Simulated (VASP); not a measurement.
Write the native input for VASP 6.6.1 that does the following.

| Quantity | Value |
| --- | --- |
| Task | single point |
| Functional | PBE |
| Potentials or basis | VASP PAW PBE potentials, release 64 (Mg, Be, Te) |
| Cutoff | 520 eV |
| k mesh | 3 × 3 × 4 |
| Occupations | gaussian, width 0.1 eV |
| Spin | no spin polarisation |
| Dipole correction | no |
| Further INCAR settings | ALGO = Normal; EDIFF = 1e-07; NBANDS = 21 |

The structure of MgBe2Te3 lies in POSCAR:

```
MgBe2Te3
1.0
    8.0340625826      0.0000000037      0.0000000000
   -4.0170312946      6.9577022903      0.0000000000
    0.0000000000      0.0000000000      3.2100205354
Mg Be Te
1 2 3
Direct
    0.0000000000      0.0000000000      0.5000000000
    0.3333333333      0.6666666667      0.0000000000
    0.6666666667      0.3333333333      0.0000000000
    0.5000000000      0.0000000000      0.0000000000
    0.0000000000      0.5000000000      0.0000000000
    0.5000000000      0.5000000000      0.0000000000
```

The input as run:

INCAR

```
ALGO = Normal
EDIFF = 1E-7
ENCUT = 520
GGA = PE
ISIF = 2
ISMEAR = 0
LASPH = True
LCHARG = False
LREAL = False
LWAVE = False
NBANDS = 21
NELM = 100
PREC = Accurate
SIGMA = 0.1
```

KPOINTS

```
k-points
0
Gamma
  3 3 4
```

Potentials or basis: VASP PAW PBE potentials, release 64 (Mg, Be, Te).

Command:

```console
$ cat potpaw_PBE.64/Mg/POTCAR potpaw_PBE.64/Be/POTCAR potpaw_PBE.64/Te/POTCAR > POTCAR
$ mpirun -np 1 vasp_std > vasp.out
```

Results of the run:

| Property | Result |
| --- | --- |
| Pressure | -0.2 GPa |
| Band gap on the k mesh | zero (band 12 reaches 5.14 eV, above the bottom of band 13 at 2.66 eV) |

Caveat: the k points lie up to 0.49 Å⁻¹ apart; spin-orbit coupling is left out, which moves the levels of the heavy elements.

Wall time 52 s on 1 thread of AMD EPYC 7R13, with other jobs on the host, peak memory 0.26 GiB.
